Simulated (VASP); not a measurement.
# Ge (P6_3/mmc) in VASP: single point with r2SCAN

Aim: the single point of Ge with r2SCAN.

Program: VASP 6.6.1. These are calculated values, not measurements. Logs are shortened: lines on timing, memory, paths and dates and some standing lists are left out, and cuts for length are marked.

## Step 1: The cell of the first run

The structure is hexagonal, space group P6_3/mmc (No. 194). Conventional cell: a = 4.005 Å, b = 4.005 Å, c = 13.134 Å, α = 90.00°, β = 90.00°, γ = 120.00°. Within 3.2 Å of Ge (site symmetry 3m) lie 4 Ge at 2.45 Å. Within 3.2 Å of Ge (site symmetry 3m) lie 4 Ge at 2.45 to 2.47 Å.

## Step 2: Single point, r2SCAN

The input, POSCAR:

```
Ge
1.0
    4.0045997429      0.0000000000      0.0000000000
   -2.0022998715      3.4680851094      0.0000000000
    0.0000000000      0.0000000000     13.1336304066
Ge
8
Direct
    0.0000000000      0.0000000000      0.0004863076
    0.3333333333      0.6666666667      0.2495876104
    0.0000000000      0.0000000000      0.5004863076
    0.6666666667      0.3333333333      0.7495876104
    0.0000000000      0.0000000000      0.1870136924
    0.3333333333      0.6666666667      0.4379123896
    0.0000000000      0.0000000000      0.6870136924
    0.6666666667      0.3333333333      0.9379123896
```

The input, INCAR.step1:

```
ALGO = Normal
EDIFF = 1E-4
ENCUT = 520
GGA = PE
ISMEAR = -1
LASPH = True
LCHARG = False
LREAL = False
LWAVE = True
NBANDS = 66
NELM = 80
PREC = Accurate
SIGMA = 0.02
```

The input, INCAR.step2:

```
ALGO = Normal
EDIFF = 1E-6
ENCUT = 520
ISIF = 2
ISMEAR = -1
ISTART = 1
LASPH = True
LCHARG = False
LMIXTAU = True
LREAL = False
LWAVE = False
METAGGA = R2SCAN
NBANDS = 66
NELM = 80
PREC = Accurate
SIGMA = 0.02
```

The input, KPOINTS:

```
k-points
0
Gamma
  6 6 2
```

Potentials or basis: VASP PAW PBE potentials, release 64 (Ge_d).

On the command line:

```bash
cat potpaw_PBE.64/Ge_d/POTCAR > POTCAR
cp INCAR.step1 INCAR
mpirun -np 1 vasp_std > vasp.out
cp INCAR.step2 INCAR
mpirun -np 1 vasp_std > vasp.out
```

OUTCAR:

```text
EDIFF = 1E-6
   ENCUT = 520
   ISIF = 2
   ISMEAR = -1
   ISTART = 1
   LASPH = True
   LREAL = False
   METAGGA = R2SCAN
   NELM = 80
   PREC = Accurate

 ion  position               nearest neighbor table
   1  0.000  0.000  0.000-   5 2.45   8 2.45   8 2.45   8 2.45
   2  0.333  0.667  0.250-   5 2.45   5 2.45   5 2.45   6 2.47
   3  0.000  0.000  0.500-   7 2.45   6 2.45   6 2.45   6 2.45
   4  0.667  0.333  0.750-   7 2.45   7 2.45   7 2.45   8 2.47
   5  0.000  0.000  0.187-   1 2.45   2 2.45   2 2.45   2 2.45
   6  0.333  0.667  0.438-   3 2.45   3 2.45   3 2.45   2 2.47
   7  0.000  0.000  0.687-   3 2.45   4 2.45   4 2.45   4 2.45
   8  0.667  0.333  0.938-   1 2.45   1 2.45   1 2.45   4 2.47

  LATTYP: Found a hexagonal cell.
 ALAT       =     4.0045997429
 C/A-ratio  =     3.2796362308

  Lattice vectors:

 A1 = (   4.0045997429,   0.0000000000,   0.0000000000)
 A2 = (  -2.0022998715,   3.4680851094,   0.0000000000)
 A3 = (   0.0000000000,   0.0000000000,  13.1336304066)

Analysis of symmetry for initial positions (statically):
=====================================================================
 Subroutine PRICEL returns:
 Original cell was already a primitive cell.

 Routine SETGRP: Setting up the symmetry group for a
 hexagonal supercell.

 Subroutine GETGRP returns: Found 24 space group operations
 (whereof  6 operations were pure point group operations)
 out of a pool of 24 trial point group operations.

The static configuration has the point symmetry C_3v.
 The point group associated with its full space group is D_6h.

Analysis of symmetry for dynamics (positions and initial velocities):
=====================================================================
 Subroutine PRICEL returns:
 Original cell was already a primitive cell.

 Routine SETGRP: Setting up the symmetry group for a
 hexagonal supercell.

 Subroutine GETGRP returns: Found 24 space group operations
 (whereof  6 operations were pure point group operations)
 out of a pool of 24 trial point group operations.

The dynamic configuration has the point symmetry C_3v.
 The point group associated with its full space group is D_6h.

 Subroutine INISYM returns: Found 24 space group operations
 (whereof  6 operations are pure point group operations),
 and found     1 'primitive' translations

----------------------------------------------------------------------------------------

                                     Primitive cell

  volume of cell :     182.4037

  direct lattice vectors                    reciprocal lattice vectors
     4.004599743  0.000000000  0.000000000     0.249712846  0.144171779  0.000000000
    -2.002299871  3.468085109  0.000000000     0.000000000  0.288343558  0.000000000
     0.000000000  0.000000000 13.133630407     0.000000000  0.000000000  0.076140410

  length of vectors
     4.004599743  4.004599743 13.133630407     0.288343558  0.288343558  0.076140410

  position of ions in fractional coordinates (direct lattice)
     0.000000000  0.000000000  0.000486308
     0.333333333  0.666666667  0.249587610
     0.000000000  0.000000000  0.500486308
     0.666666667  0.333333333  0.749587610
     0.000000000  0.000000000  0.187013692
     0.333333333  0.666666667  0.437912390
     0.000000000  0.000000000  0.687013692
     0.666666667  0.333333333  0.937912390

  ion indices of the primitive-cell ions
   primitive index   ion index
                 1           1
                 2           2
                 3           3
                 4           4
                 5           5
                 6           6
                 7           7
                 8           8

----------------------------------------------------------------------------------------

 KPOINTS: k-points

Automatic generation of k-mesh.
 Grid dimensions read from file:
 generate k-points for:    6    6    2

 Generating k-lattice:

  Cartesian coordinates                     Fractional coordinates (reciprocal lattice)
     0.041618808  0.024028630  0.000000000     0.166666667  0.000000000  0.000000000
     0.000000000  0.048057260  0.000000000     0.000000000  0.166666667  0.000000000
     0.000000000  0.000000000  0.038070205     0.000000000  0.000000000  0.500000000

  Length of vectors
     0.048057260  0.048057260  0.038070205

  Shift w.r.t. Gamma in fractional coordinates (k-lattice)
     0.000000000  0.000000000  0.000000000

 Subroutine IBZKPT returns following result:
 ===========================================

 Found     14 irreducible k-points:

 Following reciprocal coordinates:
            Coordinates               Weight
  0.000000  0.000000  0.000000      1.000000
  0.166667  0.000000  0.000000      6.000000
  0.333333  0.000000  0.000000      6.000000
  0.500000  0.000000  0.000000      3.000000
  0.166667  0.166667  0.000000      6.000000
  0.333333  0.166667  0.000000     12.000000
  0.333333  0.333333  0.000000      2.000000
  0.000000  0.000000  0.500000      1.000000
  0.166667  0.000000  0.500000      6.000000
  0.333333  0.000000  0.500000      6.000000
  0.500000  0.000000  0.500000      3.000000
  0.166667  0.166667  0.500000      6.000000
  0.333333  0.166667  0.500000     12.000000
  0.333333  0.333333  0.500000      2.000000
   k-points           NKPTS =     14   k-points in BZ     NKDIM =     14   number of bands    NBANDS=     66
   number of dos      NEDOS =    301   number of ions     NIONS =      8
   total plane-waves  NPLWV =  88200
   dimension x,y,z NGX =    30 NGY =   30 NGZ =   98
   dimension x,y,z NGXF=    60 NGYF=   60 NGZF=  196
   ions per type =               8
   NGX,Y,Z   is equivalent  to a cutoff of  12.45, 12.45, 12.40 a.u.
   NGXF,Y,Z  is equivalent  to a cutoff of  24.91, 24.91, 24.81 a.u.
 SYSTEM =  unknown system
   PREC   = accura    normal or accurate (medium, high low for compatibility)
   ISTART =      1    job   : 0-new  1-cont  2-samecut
   ICHARG =      0    charge: 1-file 2-atom 10-const
   ISPIN  =      1    spin polarized calculation?
   LNONCOLLINEAR =      F non collinear calculations
   LSORBIT =      F    spin-orbit coupling
   LASPH  =      T    aspherical Exc in radial PAW
   ENCUT  =  520.0 eV  38.22 Ry    6.18 a.u.   7.45  7.45 24.42*2*pi/ulx,y,z
   NELM   =     80;   NELMIN=  2; NELMDL=  0     # of ELM steps
   EDIFF  = 0.1E-05   stopping-criterion for ELM
   LREAL  =      F    real-space projection
   EDIFFG = 0.1E-04   stopping-criterion for IOM
   NSW    =      0    number of steps for IOM
   IBRION =     -1    ionic relax: 0-MD 1-quasi-New 2-CG
   NFREE  =      0    steps in history (QN), initial steepest desc. (CG)
   ISIF   =      2    stress and relaxation
   ISYM   =      2    0-nonsym 1-usesym 2-fastsym
   POTIM  = 0.5000    time-step for ionic-motion
   TEBEG  =    0.0;   TEEND  =   0.0 temperature during run
   PSTRESS=    0.0 pullay stress
   NELECT =     112.0000    total number of electrons
   NUPDOWN=      -1.0000    fix difference up-down
   EMIN   =  10.00;   EMAX   =-10.00  energy-range for DOS
   EFERMI =   0.00;   METHOD = LEGACY
   ISMEAR =    -1;   SIGMA  =   0.02  broadening in eV -4-tet -1-fermi 0-gaus
   EFERMI_NEDOS =   21; number of points for ismear=-14 and -15
   IALGO  =     38    algorithm
   IMIX   =      4    mixing-type and parameters
     AMIX     =   0.40;   BMIX     =  1.00
     AMIX_MAG =   1.60;   BMIX_MAG =  1.00
  volume/ion in A,a.u.               =      22.80       153.87
  Fermi-wavevector in a.u.,A,eV,Ry     =   1.391456  2.629471 26.342935  1.936151
  Thomas-Fermi vector in A             =   2.515294
   LORBIT       =      0    0 simple, 1 ext, 2 COOP (PROOUT), +10 PAW based schemes
   METAGGA = R2SCAN    functional components
   LHFCALC =     F    Hartree Fock is set to
   AEXX    =    0.0000 exact exchange contribution
   IVDW    =     0    specifies the selected vdW correction
   LEPSILON=     F    determine dielectric tensor
   LRPA    =     F    only Hartree local field effects (RPA)
 non-spin polarized calculation
  energy-cutoff  :      520.00
  volume of cell :      182.40
 maximum number of plane-waves:      4963
 NGX is ok and might be reduce to    30
   NGX = 15   NGY = 15   NGZ = 49

 number of electron     112.0000044 magnetization

 Free energy of the ion-electron system (eV)
  ---------------------------------------------------
  ext. energy  EPLUGINS =         0.00000000
  ---------------------------------------------------
  free energy    TOTEN  =      -110.83621918 eV

  energy without entropy =     -110.83619171  energy(sigma->0) =     -110.83620545

 E-fermi :   4.9401     XC(G=0): -10.7780

 val. band max:        4.8131835121   @ k =   0.0000   0.0000   0.0000
 cond. band min:       5.0535257977   @ k =   0.0000   0.0000   0.0000
 fundamental gap:      0.2403422856
 Fermi energy:         4.9400554631

 k-point     1 :       0.0000    0.0000    0.0000
  band No.  band energies     occupation
      1     -20.7829      2.00000
      2     -20.7829      2.00000
      3     -20.7737      2.00000
      4     -20.7737      2.00000
      5     -20.7687      2.00000
      6     -20.7687      2.00000
[... 58 lines left out ...]
     65       8.1997      0.00000
     66       8.7532      0.00000

 k-point     2 :       0.1667    0.0000    0.0000
  band No.  band energies     occupation
      1     -20.7993      2.00000
      2     -20.7884      2.00000
      3     -20.7804      2.00000
      4     -20.7800      2.00000
      5     -20.7783      2.00000
      6     -20.7742      2.00000
[... 58 lines left out ...]
     65       9.0848      0.00000
     66       9.2991      0.00000

 k-point     3 :       0.3333    0.0000    0.0000
  band No.  band energies     occupation
      1     -20.8092      2.00000
      2     -20.7924      2.00000
      3     -20.7882      2.00000
      4     -20.7850      2.00000
      5     -20.7846      2.00000
      6     -20.7814      2.00000
[... 748 lines left out ...]
     65       9.8297      0.00000
     66       9.8297      0.00000

 k-point    14 :       0.3333    0.3333    0.5000
  band No.  band energies     occupation
      1     -20.8082      2.00000
      2     -20.8082      2.00000
      3     -20.8000      2.00000
      4     -20.8000      2.00000
      5     -20.7994      2.00000
      6     -20.7994      2.00000
[... 58 lines left out ...]
     65      10.7151      0.00000
     66      10.7151      0.00000

------------------------ aborting loop because EDIFF is reached ----------------------------------------

  FORCE on cell =-STRESS in cart. coord.  units (eV):
  Direction    XX          YY          ZZ          XY          YZ          ZX
  --------------------------------------------------------------------------------------
  -------------------------------------------------------------------------------------
  Total        0.0764219      0.0764219      0.0262166     -0.0000000      0.0000000      0.0000000
  in kB        0.6712665      0.6712665      0.2302781     -0.0000000      0.0000000      0.0000000
  external PRESSURE =       0.5242704 kB  Pullay stress =       0.0000000 kB

 VOLUME and BASIS-vectors are now :
 -----------------------------------------------------------------------------
  energy-cutoff  :      520.00
  volume of cell :      182.40
      direct lattice vectors                 reciprocal lattice vectors
     4.004599743  0.000000000  0.000000000     0.249712846  0.144171779  0.000000000
    -2.002299871  3.468085109  0.000000000     0.000000000  0.288343558  0.000000000
     0.000000000  0.000000000 13.133630407     0.000000000  0.000000000  0.076140410

 POSITION                                       TOTAL-FORCE (eV/Angst)
 -----------------------------------------------------------------------------------
      0.00000      0.00000      0.00639         0.000000     -0.000000      0.004713
     -0.00000      2.31206      3.27799        -0.000000     -0.000000      0.007561
      0.00000      0.00000      6.57320        -0.000000      0.000000      0.004713
      2.00230      1.15603      9.84481         0.000000      0.000000      0.007561
      0.00000      0.00000      2.45617        -0.000000      0.000000     -0.004713
     -0.00000      2.31206      5.75138         0.000000     -0.000000     -0.007561
      0.00000      0.00000      9.02298         0.000000     -0.000000     -0.004713
      2.00230      1.15603     12.31819         0.000000     -0.000000     -0.007561
 -----------------------------------------------------------------------------------
    total drift:                               -0.000001     -0.000002     -0.000866

  FREE ENERGIE OF THE ION-ELECTRON SYSTEM (eV)
  ---------------------------------------------------
  free  energy   TOTEN  =      -110.8362191834 eV

  energy  without entropy=     -110.8361917075  energy(sigma->0) =     -110.83620545
```

Run time: 16 min. Hardware: 1 thread of AMD EPYC 7R13 (Zen 3), shared host; peak memory 0.33 GiB.

Results:

```yaml
Free_energy: -110.8362 eV
Pressure: 0.1 GPa
Largest_force: 0.008 eV/Å
Band_gap_on_the_k_mesh: 0.24 eV, direct
```

Forces in eV/Å, atoms in the order of the input:
```
Ge   0.000  0.000  0.005
Ge   0.000  0.000  0.008
Ge   0.000  0.000  0.005
Ge   0.000  0.000  0.008
Ge   0.000  0.000 -0.005
Ge   0.000  0.000 -0.008
Ge   0.000  0.000 -0.005
Ge   0.000  0.000 -0.008
```

Levels at points of the mesh, in eV from the valence-band top:
```
           k point  band 53  band 54  band 55  band 56  band 57  band 58  band 59  band 60
(0.00, 0.00, 0.00)    -0.93    -0.13     0.00     0.00     0.24     0.32     0.72     1.05
(0.50, 0.00, 0.00)    -2.56    -2.55    -1.94    -1.55     0.45     0.57     0.79     1.64
(0.00, 0.00, 0.50)    -0.36    -0.36    -0.36    -0.36     0.39     0.39     1.39     1.39
(0.50, 0.00, 0.50)    -2.70    -2.70    -1.91    -1.91     0.85     0.85     1.53     1.53
```

Caveat: the PAW data sets were made with another functional, which shifts forces and pressure a little. A k mesh can miss the band edges.
